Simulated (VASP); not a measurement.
# KI (I4/mmm) in VASP: a series of runs

KI is run at these levels: r2SCAN; tasks: single point.

Everything below comes from runs of VASP 6.6.1. Logs are shortened: lines on timing, memory, paths and dates and some standing lists are left out, and cuts for length are marked.

**1. The cell of the first run**

Symmetry: I4/mmm, No. 139, tetragonal system. Conventional cell: a = 4.586 Å, b = 4.586 Å, c = 7.049 Å, α = 90.00°, β = 90.00°, γ = 90.00°. Within 4.3 Å of K (site symmetry 4/mmm) lie 6 I at 3.24 to 3.52 Å. Within 4.3 Å of I (site symmetry 4/mmm) lie 6 K at 3.24 to 3.52 Å.

**2. Single point, r2SCAN (strain -0.080 along x and y, +0.000 along z)**

POSCAR reads:

```
KI
1.0
    0.0000000000      3.2425860000      3.5245500000
    3.2425860000      0.0000000000      3.5245500000
    3.2425860000      3.2425860000      0.0000000000
K I
1 1
Direct
    0.0000000000      0.0000000000      0.0000000000
    0.5000000000      0.5000000000      0.5000000000
```

INCAR.step1 reads:

```
SYSTEM = KI
PREC     = Accurate       ! precision mode
ENCUT    = 520            ! plane-wave cutoff, eV
ISMEAR   = 0              ! smearing method
SIGMA    = 0.05           ! smearing width, eV
LREAL    = .False.        ! projectors in reciprocal space
LASPH    = .True.         ! aspherical terms in the spheres
NELM     = 100            ! most SCF steps
NBANDS   = 15             ! bands
GGA      = PE             ! functional
ALGO     = Normal         ! electronic algorithm
EDIFF    = 1E-4           ! SCF threshold, eV
LWAVE    = .True.         ! write WAVECAR
LCHARG   = .False.        ! write CHGCAR
```

INCAR.step2 reads:

```
SYSTEM = KI
PREC     = Accurate       ! precision mode
ENCUT    = 520            ! plane-wave cutoff, eV
EDIFF    = 1E-6           ! SCF threshold, eV
ISMEAR   = 0              ! smearing method
SIGMA    = 0.05           ! smearing width, eV
LREAL    = .False.        ! projectors in reciprocal space
LASPH    = .True.         ! aspherical terms in the spheres
NELM     = 100            ! most SCF steps
ALGO     = Normal         ! electronic algorithm
ISIF     = 2              ! what is computed and relaxed
LWAVE    = .False.        ! write WAVECAR
LCHARG   = .False.        ! write CHGCAR
METAGGA  = R2SCAN         ! meta-GGA
LMIXTAU  = .True.       
NBANDS   = 15             ! bands
ISTART   = 1
```

KPOINTS reads:

```
Automatic mesh
0
Gamma
  6 6 6
  0 0 0
```

Potentials or basis: VASP PAW PBE potentials, release 64 (K_sv, I).

Command:

```sh
> cat potpaw_PBE.64/K_sv/POTCAR potpaw_PBE.64/I/POTCAR > POTCAR
> cp INCAR.step1 INCAR
> mpirun -np 1 vasp_std > vasp.out
> cp INCAR.step2 INCAR
> mpirun -np 1 vasp_std > vasp.out
```

OUTCAR:

```text
SYSTEM = KI
   PREC = Accurate
   ENCUT = 520
   EDIFF = 1E-6
   ISMEAR = 0
   LREAL = .False.
   LASPH = .True.
   NELM = 100
   ISIF = 2
   METAGGA = R2SCAN
   ISTART = 1

 ion  position               nearest neighbor table
   1  0.000  0.000  0.000-   2 3.24   2 3.24   2 3.24   2 3.24   2 3.52   2 3.52
   2  0.500  0.500  0.500-   1 3.24   1 3.24   1 3.24   1 3.24   1 3.52   1 3.52

  LATTYP: Found a body centered tetragonal cell.
 ALAT       =     4.5857090984
 C/A-ratio  =     1.5371886548

  Lattice vectors:

 A1 = (  -3.2425860000,   0.0000000000,   3.5245500000)
 A2 = (   3.2425860000,   0.0000000000,   3.5245500000)
 A3 = (   0.0000000000,   3.2425860000,  -3.5245500000)

Analysis of symmetry for initial positions (statically):
=====================================================================
 Subroutine PRICEL returns:
 Original cell was already a primitive cell.

 Routine SETGRP: Setting up the symmetry group for a
 body centered tetragonal supercell.

 Subroutine GETGRP returns: Found 16 space group operations
 (whereof 16 operations were pure point group operations)
 out of a pool of 16 trial point group operations.

The static configuration has the point symmetry D_4h.

Analysis of symmetry for dynamics (positions and initial velocities):
=====================================================================
 Subroutine PRICEL returns:
 Original cell was already a primitive cell.

 Routine SETGRP: Setting up the symmetry group for a
 body centered tetragonal supercell.

 Subroutine GETGRP returns: Found 16 space group operations
 (whereof 16 operations were pure point group operations)
 out of a pool of 16 trial point group operations.

The dynamic configuration has the point symmetry D_4h.

 Subroutine INISYM returns: Found 16 space group operations
 (whereof 16 operations are pure point group operations),
 and found     1 'primitive' translations

----------------------------------------------------------------------------------------

                                     Primitive cell

  volume of cell :      74.1168

  direct lattice vectors                    reciprocal lattice vectors
     0.000000000  3.242586000  3.524550000    -0.154197915  0.154197915  0.141862082
     3.242586000  0.000000000  3.524550000     0.154197915 -0.154197915  0.141862082
     3.242586000  3.242586000  0.000000000     0.154197915  0.154197915 -0.141862082

  length of vectors
     4.789239676  4.789239676  4.585709098     0.260151579  0.260151579  0.260151579

  position of ions in fractional coordinates (direct lattice)
     0.000000000  0.000000000  0.000000000
[... 91 lines left out ...]
   EMIN   =  10.00;   EMAX   =-10.00  energy-range for DOS
   EFERMI =   0.00;   METHOD = LEGACY
   ISMEAR =     0;   SIGMA  =   0.05  broadening in eV -4-tet -1-fermi 0-gaus
   EFERMI_NEDOS =   21; number of points for ismear=-14 and -15
   IALGO  =     38    algorithm
   IMIX   =      4    mixing-type and parameters
     AMIX     =   0.40;   BMIX     =  1.00
     AMIX_MAG =   1.60;   BMIX_MAG =  1.00
  volume/ion in A,a.u.               =      37.06       250.08
  Fermi-wavevector in a.u.,A,eV,Ry     =   0.982070  1.855844 13.122304  0.964462
  Thomas-Fermi vector in A             =   2.113125
   LORBIT       =      0    0 simple, 1 ext, 2 COOP (PROOUT), +10 PAW based schemes
   METAGGA = R2SCAN    functional components
   LHFCALC =     F    Hartree Fock is set to
   AEXX    =    0.0000 exact exchange contribution
   IVDW    =     0    specifies the selected vdW correction
   LEPSILON=     F    determine dielectric tensor
   LRPA    =     F    only Hartree local field effects (RPA)
 non-spin polarized calculation
 Gauss-broadening in eV      SIGMA  =   0.05
  energy-cutoff  :      520.00
  volume of cell :       74.12
 maximum number of plane-waves:      2022
   NGX = 17   NGY = 17   NGZ = 17

 number of electron      15.9999998 magnetization

 Free energy of the ion-electron system (eV)
  ---------------------------------------------------
  ext. energy  EPLUGINS =         0.00000000
  ---------------------------------------------------
  free energy    TOTEN  =       -33.77414186 eV

  energy without entropy =      -33.77414186  energy(sigma->0) =      -33.77414186

 E-fermi :   0.5193     XC(G=0):  -8.2551

 val. band max:        0.3155419043   @ k =   0.0000   0.0000   0.0000
 cond. band min:       5.2660411703   @ k =   0.5000   0.0000   0.5000
 fundamental gap:      4.9504992661
 Fermi energy:         0.5193268008

 k-point     1 :       0.0000    0.0000    0.0000
  band No.  band energies     occupation
      1     -29.1343      2.00000
      2     -11.8890      2.00000
      3     -11.8890      2.00000
      4     -11.8711      2.00000
      5     -10.8711      2.00000
      6       0.2079      2.00000
      7       0.3155      2.00000
      8       0.3155      2.00000
      9       5.3273      0.00000
     10       6.8093      0.00000
     11       7.3802      0.00000
     12       7.3802      0.00000
     13       8.0498      0.00000
     14       8.3391      0.00000
[... 401 lines left out ...]
      2     -12.0661      2.00000
      3     -11.9457      2.00000
      4     -11.9022      2.00000
      5     -10.4866      2.00000
      6      -0.9781      2.00000
      7      -0.4489      2.00000
      8      -0.2621      2.00000
      9       5.7906      0.00000
     10       7.6948      0.00000
     11       9.0485      0.00000
     12       9.5208      0.00000
     13      10.3519      0.00000
     14      10.7248      0.00000
     15      11.6341      0.00000

 [... further k-points ...]

------------------------ aborting loop because EDIFF is reached ----------------------------------------

  FORCE on cell =-STRESS in cart. coord.  units (eV):
  Direction    XX          YY          ZZ          XY          YZ          ZX
  --------------------------------------------------------------------------------------
  -------------------------------------------------------------------------------------
  Total        2.6482315      2.6482315      0.4103872      0.0000000     -0.0000000     -0.0000000
  in kB       57.2466213     57.2466213      8.8713091      0.0000000     -0.0000000     -0.0000000
  external PRESSURE =      41.1215172 kB  Pullay stress =       0.0000000 kB

 VOLUME and BASIS-vectors are now :
 -----------------------------------------------------------------------------
  energy-cutoff  :      520.00
  volume of cell :       74.12
      direct lattice vectors                 reciprocal lattice vectors
     0.000000000  3.242586000  3.524550000    -0.154197915  0.154197915  0.141862082
     3.242586000  0.000000000  3.524550000     0.154197915 -0.154197915  0.141862082
     3.242586000  3.242586000  0.000000000     0.154197915  0.154197915 -0.141862082

 POSITION                                       TOTAL-FORCE (eV/Angst)
 -----------------------------------------------------------------------------------
      0.00000      0.00000      0.00000        -0.000000      0.000000      0.000000
      3.24259      3.24259      3.52455         0.000000     -0.000000     -0.000000
 -----------------------------------------------------------------------------------
    total drift:                                0.000000      0.000000      0.000000

  FREE ENERGIE OF THE ION-ELECTRON SYSTEM (eV)
  ---------------------------------------------------
  free  energy   TOTEN  =       -33.7741418576 eV

  energy  without entropy=      -33.7741418576  energy(sigma->0) =      -33.77414186
```

Run time: 1.8 min. Hardware: 1 thread of Intel Xeon 6975P-C, shared host; peak memory 0.23 GiB.

Results:

```
Free energy            : -33.7741 eV
Pressure               : 4.1 GPa
Band gap on the k mesh : 4.95 eV, indirect (least direct gap 5.01 eV)
```

Stress tensor (GPa, compression positive):
```
5.72 0.00 0.00
0.00 5.72 0.00
0.00 0.00 0.89
```

Caveat: the cell differs from its parent crystal (strain -0.080 along x and y, +0.000 along z); the PAW data sets were made with another functional, which shifts forces and pressure a little; spin-orbit coupling is left out, which moves the levels of the heavy elements. A k mesh can miss the band edges.

**3. Single point, r2SCAN (strain -0.040 along x and y, -0.080 along z)**

POSCAR reads:

```
KI
1.0
    0.0000000000      3.3835680000      3.2425860000
    3.3835680000      0.0000000000      3.2425860000
    3.3835680000      3.3835680000      0.0000000000
K I
1 1
Direct
    0.0000000000      0.0000000000      0.0000000000
    0.5000000000      0.5000000000      0.5000000000
```

INCAR.step1 reads:

```
PREC = Accurate
ENCUT = 520
ISMEAR = 0
SIGMA = 0.05
LREAL = F
LASPH = T
NELM = 60
NBANDS = 15
GGA = PE
ALGO = Normal
EDIFF = 1E-4
LWAVE = T
LCHARG = F
```

INCAR.step2 reads:

```
PREC = Accurate
ENCUT = 520
EDIFF = 1E-6
ISMEAR = 0
SIGMA = 0.05
LREAL = F
LASPH = T
NELM = 60
ALGO = Normal
ISIF = 2
LWAVE = F
LCHARG = T
METAGGA = R2SCAN
LMIXTAU = T
LELF = T
LVHAR = T
NBANDS = 15
ISTART = 1
```

KPOINTS reads:

```
regular mesh
0
Gamma
  6 6 6
```

Potentials or basis: VASP PAW PBE potentials, release 64 (K_sv, I).

Command:

```sh
> cat potpaw_PBE.64/K_sv/POTCAR potpaw_PBE.64/I/POTCAR > POTCAR
> cp INCAR.step1 INCAR
> mpirun -np 1 vasp_std > vasp.out
> cp INCAR.step2 INCAR
> mpirun -np 1 vasp_std > vasp.out
```

Wall time 2.1 min (1 thread of Intel Xeon 6975P-C, shared host); peak memory 0.23 GiB.

It converged, with:

```
Free energy            : -33.8226 eV
Pressure               : 3.7 GPa
Band gap on the k mesh : 4.94 eV, indirect (least direct gap 5.06 eV)
```

Stress tensor (GPa, compression positive):
```
2.75 0.00 0.00
0.00 2.75 0.00
0.00 0.00 5.70
```

Levels at points of the mesh, in eV from the valence-band top:
```tsv
k point	band 6	band 7	band 8	band 9	band 10	band 11
(0.00, 0.00, 0.00)	-0.06	-0.06	0.00	5.06	6.77	6.77
(0.50, 0.00, 0.00)	-1.81	-0.57	-0.54	6.14	8.72	8.89
(0.50, 0.50, 0.00)	-1.27	-0.59	-0.59	4.94	6.87	9.00
(0.50, 0.00, 0.50)	-1.38	-0.49	-0.48	5.00	6.89	8.87
```

Caveat: the cell differs from its parent crystal (strain -0.040 along x and y, -0.080 along z); the PAW data sets were made with another functional, which shifts forces and pressure a little; spin-orbit coupling is left out, which moves the levels of the heavy elements. A k mesh can miss the band edges.
